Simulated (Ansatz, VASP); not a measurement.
**VGe in VASP and in Ansatz**

```xyz
2
Lattice="0.0000 2.8068 2.8068 2.8068 0.0000 2.8068 2.8068 2.8068 0.0000" Properties=species:S:1:pos:R:3 pbc="T T T"
V     0.0000    0.0000    0.0000
Ge    1.4034    1.4034    1.4034
```

Alike in both runs: functional PBE; k mesh 13 × 13 × 13; occupations fermi-dirac, width 0.05 eV; no spin polarisation.

Ansatz relaxed the structure, and its values are those at the end. VASP's run is a single point on that final structure, the one shown.

|  | VASP | Ansatz |
| --- | --- | --- |
| version | VASP 6.6.1 | Ansatz 0.2.0 |
| potentials or method | VASP PAW PBE potentials, release 64 (V_sv, Ge_d) | PAW with Ansatz's default frozen-core files, scalar-relativistic |
| plane-wave cutoff (eV) | 520 | 420 |
| valence electrons in the cell | 27 | 27 |

Ansatz gave:

```
pressure (GPa) : 0.0
```

Question: Which values does VASP return?

Answer: Pressure (GPa): 0.1.
